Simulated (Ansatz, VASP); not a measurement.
# TiAl: VASP beside Ansatz

File POSCAR:

```
TiAl
1.0
   -3.1790640000      3.1790640000      3.1790640000
    3.1790640000     -3.1790640000      3.1790640000
    3.1790640000      3.1790640000     -3.1790640000
Ti Al
4 4
Direct
    0.0000000000      0.0000000000      0.0000000000
    0.5000000000      0.5000000000      0.0000000000
    0.5000000000      0.0000000000      0.5000000000
    0.0000000000      0.5000000000      0.5000000000
    0.5000000000      0.5000000000      0.5000000000
    0.0000000000      0.0000000000      0.5000000000
    0.0000000000      0.5000000000      0.0000000000
    0.5000000000      0.0000000000      0.0000000000
```

Contents of INCAR.step1:

```
PREC = Accurate ; ENCUT = 520
ISMEAR = 0 ; SIGMA = 0.15
LREAL = False ; LASPH = True
NELM = 100 ; NBANDS = 40
GGA = PE ; ALGO = Normal
EDIFF = 1E-4 ; LWAVE = True
LCHARG = False
```

Contents of INCAR.step2:

```
PREC = Accurate ; ENCUT = 520
EDIFF = 1E-6 ; ISMEAR = 0
SIGMA = 0.15 ; LREAL = False
LASPH = True ; NELM = 100
ALGO = Normal ; ISIF = 2
LWAVE = False ; LCHARG = False
METAGGA = R2SCAN ; LMIXTAU = True
NBANDS = 40 ; ISTART = 1
```

File KPOINTS:

```
regular mesh
0
Gamma
  10 10 10
```

Input for Ansatz:

```yaml
crystal:
  lattice:
    - [-3.179064, 3.179064, 3.179064]
    - [3.179064, -3.179064, 3.179064]
    - [3.179064, 3.179064, -3.179064]
  atoms:
    - { symbol: Ti, position: [0.0, 0.0, 0.0] }
    - { symbol: Ti, position: [0.5, 0.5, 0.0] }
    - { symbol: Ti, position: [0.5, 0.0, 0.5] }
    - { symbol: Ti, position: [0.0, 0.5, 0.5] }
    - { symbol: Al, position: [0.5, 0.5, 0.5] }
    - { symbol: Al, position: [0.0, 0.0, 0.5] }
    - { symbol: Al, position: [0.0, 0.5, 0.0] }
    - { symbol: Al, position: [0.5, 0.0, 0.0] }
basis:
  ecutwfc: 500
kpoints:
  mp_grid: { grid: [10, 10, 10] }
hamiltonian:
  xc: r2scan
scf:
  occupations: { method: gaussian, width: 0.15 }
output:
  forces: true
  stress: true
  eigenvalues: true
  write_density: true
  write_potential: true
  elf: true
  volumetric_format: npy
```

Alike in both runs: task single point; functional r2SCAN; k mesh 10 × 10 × 10; occupations gaussian, width 0.15 eV; no spin polarisation.

|  | VASP | Ansatz |
| --- | --- | --- |
| version | VASP 6.6.1 | Ansatz 0.2.0 |
| potentials or method | VASP PAW PBE potentials, release 64 (Ti_sv, Al), cutoff 520 eV | scalar-relativistic, plane waves, PAW |
| valence electrons in the cell | 60 | 60 |

```csv
,VASP,Ansatz,Ansatz less VASP
gap on the k mesh at the Fermi level (eV),none,none,-
pressure (GPa),-0.6,-0.8,-0.16
```

VASP's potentials were made for PBE, not for r2SCAN. A gap of «none» marks a metal or a gap that the smearing closes.
